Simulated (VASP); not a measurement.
The system is KCl.

```xyz
2
Lattice="3.7608 0.0000 0.0000 0.0000 3.7608 0.0000 0.0000 0.0000 3.7608" Properties=species:S:1:pos:R:3 pbc="T T T"
K     0.0000    0.0000    0.0000
Cl    1.8804    1.8804    1.8804
```

This cell differs from its parent crystal: volume scaled by 0.94.

Base run:

```yaml
Program: VASP 6.6.1
Functional: PBE
Potentials_or_basis: VASP PAW PBE potentials, release 64 (K_sv, Cl)
Cutoff: 520 eV
k_mesh: 7 × 7 × 7
Occupations: fermi-dirac, width 0.05 eV
Spin: no spin polarisation
```

Its results: band gap on the k mesh 5.09 eV, indirect (least direct gap 5.28 eV); pressure 1.3 GPa.

Problem. After a change of settings the same cell gave: band gap on the k mesh 5.87 eV, indirect (least direct gap 6.07 eV); pressure 0.1 GPa. Which change was it?
A. functional from PBE to r2SCAN
B. functional from PBE to PBEsol
C. functional from PBE to LDA; potentials or basis from VASP PAW PBE potentials, release 64 (K_sv, Cl) to VASP PAW LDA potentials, release 64 (K_sv, Cl)

Solution. A.

r2SCAN gives the wider gap, since meta-GGAs in the generalised Kohn-Sham scheme recover part of the derivative discontinuity.

Caveats: the PAW data sets were made with another functional, which shifts forces and pressure a little (some runs).
